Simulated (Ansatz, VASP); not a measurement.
Two plane-wave programs on CdTe

```
Cd Te
1.0
     0.00000    3.30963    3.30963
     3.30963    0.00000    3.30963
     3.30963    3.30963    0.00000
Cd Te
1 1
Direct
  0.00000 0.00000 0.00000
  0.25000 0.25000 0.25000
```

Alike in both runs: functional PBE; k mesh 10 × 10 × 10; occupations gaussian, width 0.02 eV; no spin polarisation.

Ansatz relaxed the structure, and its values are those at the end. VASP's run is a single point on that final structure, the one shown.

|  | VASP | Ansatz |
| --- | --- | --- |
| version | VASP 6.6.1 | Ansatz 0.2.0 |
| potentials or method | VASP PAW PBE potentials, release 64 (Cd, Te), cutoff 500 eV | scalar-relativistic, plane waves, PAW |
| valence electrons in the cell | 18 | 36 |

Ansatz gave:

| Property | Result |
| --- | --- |
| gap on the k mesh at the Fermi level (eV) | 0.58 |
| least direct gap on the mesh (eV) | 0.58 |
| pressure (GPa) | 0.0 |

Q: Which values does VASP return?

A: gap on the k mesh at the Fermi level (eV): 0.58; least direct gap on the mesh (eV): 0.58; pressure (GPa): 0.1.

VASP's potentials hold 18 valence electrons a cell and Ansatz's 36, so a difference there can come from the potentials and not from the codes.

Neither program's run includes spin-orbit coupling.
